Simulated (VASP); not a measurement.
TiTe2:

```
Ti Te
1.0
     5.32449    0.00000    0.00000
    -2.66225    4.61114    0.00000
     0.00000    0.00000    3.08609
Ti Te
1 2
Direct
  0.00000 0.00000 0.00000
  0.33333 0.66667 0.50000
  0.66667 0.33333 0.50000
```

- Program: VASP 6.6.1
- Task: relaxation of cell and atoms
- Functional: PBE
- Potentials or basis: VASP PAW PBE potentials, release 64 (Ti_sv, Te)
- Cutoff: 600 eV
- k mesh: 6 × 6 × 6
- Occupations: gaussian, width 0.1 eV
- Spin: no spin polarisation

At the start: pressure 0.0 GPa; volume 25.26 Å³/atom.

Question: How do energy, volume and symmetry change on relaxing?

Answer: Over 3 steps the energy falls by 2.6 meV/atom; space group P6/mmm (No. 191, to 0.1 Å) before and after.

Step by step:
```
step  energy change (eV)  largest force (eV/Å)  pressure (GPa)  volume (Å³)
   1              0.0000                0.0000            0.02        75.77
   2             -0.0073                0.0000           -0.11        75.79
   3             -0.0079                0.0000           -0.08        75.79
```

Final structure:
```
Ti Te
1.0
     5.29468    0.00000    0.00000
    -2.64734    4.58532    0.00000
     0.00000    0.00000    3.12179
Ti Te
1 2
Direct
  0.00000 0.00000 0.00000
  0.33333 0.66667 0.50000
  0.66667 0.33333 0.50000
```
